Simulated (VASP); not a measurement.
A run of VASP 6.6.1 is set up as follows.

File INCAR:

```
SYSTEM = C
  PREC = Accurate
  ENCUT = 600
  EDIFF = 1E-7
  ISMEAR = 0
  SIGMA = 0.1
  LREAL = .FALSE.
  LASPH = .TRUE.
  NELM = 100
  ALGO = Normal
  ISIF = 3
  LWAVE = .FALSE.
  LCHARG = .FALSE.
  IBRION = 2
  NSW = 70
  EDIFFG = -0.005
```

The input KPOINTS:

```
Automatic mesh
0
G
  21 21 6
  0 0 0
```

The input POSCAR:

```
C
1.0
    2.4649634469      0.0000000000      0.0000000000
   -1.2324817235      2.1347209644      0.0000000000
    0.0000000000      0.0000000000      6.7405387673
C
4
Direct
    0.0000000000      0.0000000000      0.0025000114
    0.0000000000      0.0000000000      0.5025000114
    0.3333333333      0.6666666667      0.0024999886
    0.6666666667      0.3333333333      0.5024999886
```

Potentials or basis: VASP PAW LDA potentials, release 64 (C).

Run with:

```sh
$ cat potpaw_LDA.64/C/POTCAR > POTCAR
$ mpirun -np 1 vasp_std > vasp.out
```

Estimate the relaxed cell.

a = 2.446 Å, b = 2.446 Å, c = 6.563 Å, α = 90.00°, β = 90.00°, γ = 120.00°.

What does it give for the band gap on the k mesh?

Zero (band 8 reaches 4.89 eV, above the bottom of band 9 at 4.85 eV).

Estimate the relaxed volume.

8.50 Å³/atom.

The path:
```csv
step,energy change (eV),largest force (eV/Å),pressure (GPa),volume (Å³)
1,0.0000,0.0000,-6.55,35.47
2,0.0764,0.0000,16.33,33.63
3,-0.0162,0.0000,-0.37,34.92
4,-0.0162,0.0000,-0.24,34.91
5,-0.0165,0.0000,-0.23,34.85
6,-0.0173,0.0000,-0.19,34.67
7,-0.0183,0.0000,-0.09,34.30
8,-0.0180,0.0000,0.16,33.57
9,-0.0186,0.0000,0.03,34.00
```

LDA usually gives volumes a few per cent too small. Zero-point motion and thermal expansion aren't in these numbers.
